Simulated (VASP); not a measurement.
# K (Pm-3m) in VASP: single point with PBE

Aim: the single point of K with PBE.

Program: VASP 6.6.1. These are calculated values, not measurements. Logs are shortened: lines on timing, memory, paths and dates and some standing lists are left out, and cuts for length are marked.

### 1 The cell of the first run

The structure is cubic, space group Pm-3m (No. 221). Conventional cell: a = 6.029 Å, b = 6.029 Å, c = 6.029 Å, α = 90.00°, β = 90.00°, γ = 90.00°. K (site symmetry 4/mmm) has 8 K at 4.26 Å within 5.6 Å.

### 2 Single point, PBE

Contents of INCAR:

```
PREC     = Accurate       # precision mode
ENCUT    = 520            # plane-wave cutoff, eV
EDIFF    = 1E-7           # SCF threshold, eV
ISMEAR   = 0              # smearing method
SIGMA    = 0.1            # smearing width, eV
LREAL    = F              # projectors in reciprocal space
LASPH    = T              # aspherical terms in the spheres
NELM     = 80             # most SCF steps
ALGO     = Normal         # electronic algorithm
ISIF     = 2              # what is computed and relaxed
LWAVE    = F              # write WAVECAR
LCHARG   = F              # write CHGCAR
GGA      = PE             # functional
NBANDS   = 20             # bands
```

Contents of KPOINTS:

```
regular mesh
0
Gamma
  4 4 4
```

Contents of POSCAR:

```
K
1.0
    6.0291051200      0.0000000000      0.0000000000
    0.0000000000      6.0291051200      0.0000000000
    0.0000000000      0.0000000000      6.0291051200
K
3
Direct
    0.0000000000      0.5000000000      0.5000000000
    0.5000000000      0.0000000000      0.5000000000
    0.5000000000      0.5000000000      0.0000000000
```

Potentials or basis: VASP PAW PBE potentials, release 64 (K_sv).

Launch:

```console
cat potpaw_PBE.64/K_sv/POTCAR > POTCAR
mpirun -np 1 vasp_std > vasp.out
```

OUTCAR:

```text
PREC = Accurate
   ENCUT = 520
   EDIFF = 1E-7
   ISMEAR = 0
   LREAL = F
   LASPH = T
   NELM = 80
   ISIF = 2
   GGA = PE

 ion  position               nearest neighbor table
   1  0.000  0.500  0.500-
   2  0.500  0.000  0.500-
   3  0.500  0.500  0.000-

  LATTYP: Found a simple cubic cell.
 ALAT       =     6.0291051200

  Lattice vectors:

 A1 = (   6.0291051200,   0.0000000000,   0.0000000000)
 A2 = (   0.0000000000,   6.0291051200,   0.0000000000)
 A3 = (   0.0000000000,   0.0000000000,   6.0291051200)

Analysis of symmetry for initial positions (statically):
=====================================================================
 Subroutine PRICEL returns:
 Original cell was already a primitive cell.

 Routine SETGRP: Setting up the symmetry group for a
 simple cubic supercell.

 Subroutine GETGRP returns: Found 48 space group operations
 (whereof 48 operations were pure point group operations)
 out of a pool of 48 trial point group operations.

The static configuration has the point symmetry O_h .

Analysis of symmetry for dynamics (positions and initial velocities):
=====================================================================
 Subroutine PRICEL returns:
 Original cell was already a primitive cell.

 Routine SETGRP: Setting up the symmetry group for a
 simple cubic supercell.

 Subroutine GETGRP returns: Found 48 space group operations
 (whereof 48 operations were pure point group operations)
 out of a pool of 48 trial point group operations.

The dynamic configuration has the point symmetry O_h .

 Subroutine INISYM returns: Found 48 space group operations
 (whereof 48 operations are pure point group operations),
 and found     1 'primitive' translations

----------------------------------------------------------------------------------------

                                     Primitive cell

  volume of cell :     219.1586

  direct lattice vectors                    reciprocal lattice vectors
     6.029105120  0.000000000  0.000000000     0.165862094  0.000000000  0.000000000
     0.000000000  6.029105120  0.000000000     0.000000000  0.165862094  0.000000000
[... 65 lines left out ...]
   ICHARG =      2    charge: 1-file 2-atom 10-const
   ISPIN  =      1    spin polarized calculation?
   LNONCOLLINEAR =      F non collinear calculations
   LSORBIT =      F    spin-orbit coupling
   LASPH  =      T    aspherical Exc in radial PAW
   ENCUT  =  520.0 eV  38.22 Ry    6.18 a.u.  11.21 11.21 11.21*2*pi/ulx,y,z
   NELM   =     80;   NELMIN=  2; NELMDL= -5     # of ELM steps
   EDIFF  = 0.1E-06   stopping-criterion for ELM
   LREAL  =      F    real-space projection
   EDIFFG = 0.1E-05   stopping-criterion for IOM
   NSW    =      0    number of steps for IOM
   IBRION =     -1    ionic relax: 0-MD 1-quasi-New 2-CG
   NFREE  =      0    steps in history (QN), initial steepest desc. (CG)
   ISIF   =      2    stress and relaxation
   ISYM   =      2    0-nonsym 1-usesym 2-fastsym
   POTIM  = 0.5000    time-step for ionic-motion
   TEBEG  =    0.0;   TEEND  =   0.0 temperature during run
   PSTRESS=    0.0 pullay stress
   NELECT =      27.0000    total number of electrons
   NUPDOWN=      -1.0000    fix difference up-down
   EMIN   =  10.00;   EMAX   =-10.00  energy-range for DOS
   EFERMI =   0.00;   METHOD = LEGACY
   ISMEAR =     0;   SIGMA  =   0.10  broadening in eV -4-tet -1-fermi 0-gaus
   EFERMI_NEDOS =   21; number of points for ismear=-14 and -15
   IALGO  =     38    algorithm
   IMIX   =      4    mixing-type and parameters
     AMIX     =   0.40;   BMIX     =  1.00
     AMIX_MAG =   1.60;   BMIX_MAG =  1.00
  volume/ion in A,a.u.               =      73.05       492.99
  Fermi-wavevector in a.u.,A,eV,Ry     =   0.814598  1.539367  9.028412  0.663570
  Thomas-Fermi vector in A             =   1.924534
   LORBIT       =      0    0 simple, 1 ext, 2 COOP (PROOUT), +10 PAW based schemes
   GGA     = PE    functional components
   LHFCALC =     F    Hartree Fock is set to
   AEXX    =    0.0000 exact exchange contribution
   IVDW    =     0    specifies the selected vdW correction
   LEPSILON=     F    determine dielectric tensor
   LRPA    =     F    only Hartree local field effects (RPA)
 non-spin polarized calculation
 Gauss-broadening in eV      SIGMA  =   0.10
  energy-cutoff  :      520.00
  volume of cell :      219.16
 maximum number of plane-waves:      5940
 NGX is ok and might be reduce to    48
   NGX = 23   NGY = 23   NGZ = 23

 number of electron      26.9999996 magnetization

 Free energy of the ion-electron system (eV)
  ---------------------------------------------------
  ext. energy  EPLUGINS =         0.00000000
  ---------------------------------------------------
  free energy    TOTEN  =        -2.76136702 eV

  energy without entropy =       -2.75284204  energy(sigma->0) =       -2.75710453

 E-fermi :   0.0313     XC(G=0):  -5.6140

 val. band max:       -0.0472026086   @ k =   0.5000   0.5000   0.2500
 cond. band min:       0.1403133765   @ k =   0.2500   0.0000   0.0000
 fundamental gap:      0.1875159851
 Fermi energy:         0.0312893783

 k-point     1 :       0.0000    0.0000    0.0000
  band No.  band energies     occupation
      1     -32.3140      2.00000
      2     -32.2996      2.00000
      3     -32.2996      2.00000
      4     -15.8551      2.00000
      5     -15.8551      2.00000
      6     -15.8551      2.00000
[... 219 lines left out ...]
     19       1.1396      0.00000
     20       1.1396      0.00000

------------------------ aborting loop because EDIFF is reached ----------------------------------------

  FORCE on cell =-STRESS in cart. coord.  units (eV):
  Direction    XX          YY          ZZ          XY          YZ          ZX
  --------------------------------------------------------------------------------------
  -------------------------------------------------------------------------------------
  Total        0.8762198      0.8762198      0.8762198      0.0000000      0.0000000     -0.0000000
  in kB        6.4056773      6.4056773      6.4056773      0.0000000      0.0000000     -0.0000000
  external PRESSURE =       6.4056773 kB  Pullay stress =       0.0000000 kB

 VOLUME and BASIS-vectors are now :
 -----------------------------------------------------------------------------
  energy-cutoff  :      520.00
  volume of cell :      219.16
      direct lattice vectors                 reciprocal lattice vectors
     6.029105120  0.000000000  0.000000000     0.165862094  0.000000000  0.000000000
     0.000000000  6.029105120  0.000000000     0.000000000  0.165862094  0.000000000
     0.000000000  0.000000000  6.029105120     0.000000000  0.000000000  0.165862094

 POSITION                                       TOTAL-FORCE (eV/Angst)
 -----------------------------------------------------------------------------------
      0.00000      3.01455      3.01455         0.000000      0.000000      0.000000
      3.01455      0.00000      3.01455         0.000000      0.000000      0.000000
      3.01455      3.01455      0.00000         0.000000      0.000000      0.000000
 -----------------------------------------------------------------------------------
    total drift:                                0.000000     -0.000000     -0.000000

  FREE ENERGIE OF THE ION-ELECTRON SYSTEM (eV)
  ---------------------------------------------------
  free  energy   TOTEN  =        -2.7613670177 eV

  energy  without entropy=       -2.7528420357  energy(sigma->0) =       -2.75710453
```

OSZICAR:

```text
N       E                     dE             d eps       ncg     rms          rms(c)
DAV:   1     0.185515431523E+03    0.18552E+03   -0.11319E+04   408   0.105E+03
DAV:   2     0.113279593854E+02   -0.17419E+03   -0.17132E+03   460   0.309E+02
DAV:   3    -0.205442733422E+01   -0.13382E+02   -0.13311E+02   672   0.634E+01
DAV:   4    -0.275508310753E+01   -0.70066E+00   -0.69111E+00   580   0.129E+01
DAV:   5    -0.277958621147E+01   -0.24503E-01   -0.24502E-01   600   0.208E+00    0.414E+00
DAV:   6    -0.276839408543E+01    0.11192E-01   -0.16090E-02   536   0.659E-01    0.254E+00
DAV:   7    -0.276111471018E+01    0.72794E-02   -0.33050E-02   448   0.703E-01    0.158E-01
DAV:   8    -0.276134565349E+01   -0.23094E-03   -0.25596E-03   624   0.304E-01    0.511E-02
DAV:   9    -0.276136467457E+01   -0.19021E-04   -0.47667E-05   540   0.485E-02    0.353E-02
DAV:  10    -0.276136557675E+01   -0.90218E-06   -0.33025E-05   480   0.358E-02    0.746E-03
DAV:  11    -0.276136755521E+01   -0.19785E-05   -0.21139E-06   684   0.992E-03    0.314E-03
DAV:  12    -0.276136709256E+01    0.46264E-06   -0.25941E-07   396   0.204E-03    0.680E-04
DAV:  13    -0.276136701773E+01    0.74830E-07   -0.30872E-08   304   0.840E-04
   1 F= -.27613670E+01 E0= -.27571045E+01  d E =-.852498E-02
```

Wall time 45 s (1 thread of Intel Xeon Platinum 8488C (Sapphire Rapids), shared host); peak memory 0.31 GiB.

Results:

```
Free energy : -2.7614 eV
Pressure    : 0.6 GPa
```
